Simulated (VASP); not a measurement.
Set up this calculation in VASP 6.6.1, as the native input.

```
Task                   : single point
Functional             : r2SCAN
Potentials or basis    : VASP PAW PBE potentials, release 64 (Ba_sv, Sn_d, Ge_d)
Cutoff                 : 520 eV
k mesh                 : 12 × 12 × 10
Occupations            : gaussian, width 0.1 eV
Spin                   : no spin polarisation
Dipole correction      : no
Further INCAR settings : ALGO = Normal; EDIFF = 1e-06; NBANDS = 26
```

Crystal: BaSnGe.

```
Ba Sn Ge
1.0
     4.82432    0.00000    0.00000
    -2.41216    4.17799    0.00000
     0.00000    0.00000    4.90637
Ba Sn Ge
1 1 1
Cartesian
  0.0000 0.0000 0.0000
  2.4122 1.3927 2.4532
  0.0000 2.7853 2.4532
```

The input as run:

POSCAR

```
BaSnGe
1.0
    4.8243231727      0.0000000000      0.0000000000
   -2.4121615864      4.1779864236      0.0000000000
    0.0000000000      0.0000000000      4.9063731000
Ba Sn Ge
1 1 1
Direct
    0.0000000000      0.0000000000      0.0000000000
    0.6666666667      0.3333333333      0.5000000000
    0.3333333333      0.6666666667      0.5000000000
```

INCAR.step1

```
PREC = Accurate ; ENCUT = 520
ISMEAR = 0 ; SIGMA = 0.1
LREAL = F ; LASPH = T
NELM = 80 ; NBANDS = 26
GGA = PE ; ALGO = Normal
EDIFF = 1E-4 ; LWAVE = T
LCHARG = F
```

INCAR.step2

```
PREC = Accurate ; ENCUT = 520
EDIFF = 1E-6 ; ISMEAR = 0
SIGMA = 0.1 ; LREAL = F
LASPH = T ; NELM = 80
ALGO = Normal ; ISIF = 2
LWAVE = F ; LCHARG = F
METAGGA = R2SCAN ; LMIXTAU = T
NBANDS = 26 ; ISTART = 1
```

KPOINTS

```
regular mesh
0
Gamma
  12 12 10
```

Potentials or basis: VASP PAW PBE potentials, release 64 (Ba_sv, Sn_d, Ge_d).

Launch:

```console
$ cat potpaw_PBE.64/Ba_sv/POTCAR potpaw_PBE.64/Sn_d/POTCAR potpaw_PBE.64/Ge_d/POTCAR > POTCAR
$ cp INCAR.step1 INCAR
$ mpirun -np 1 vasp_std > vasp.out
$ cp INCAR.step2 INCAR
$ mpirun -np 1 vasp_std > vasp.out
```

Results of the run:

```
Pressure               : -0.6 GPa
Band gap on the k mesh : zero (bands 19 and 20 overlap by 0.85 eV)
```

Caveat: the PAW data sets were made with another functional, which shifts forces and pressure a little; spin-orbit coupling is left out, which moves the levels of the heavy elements.

Run time: 5.7 min on 1 thread of Intel(R) Xeon(R) 6975P-C (Granite Rapids) (shared host), peak memory 0.46 GiB.
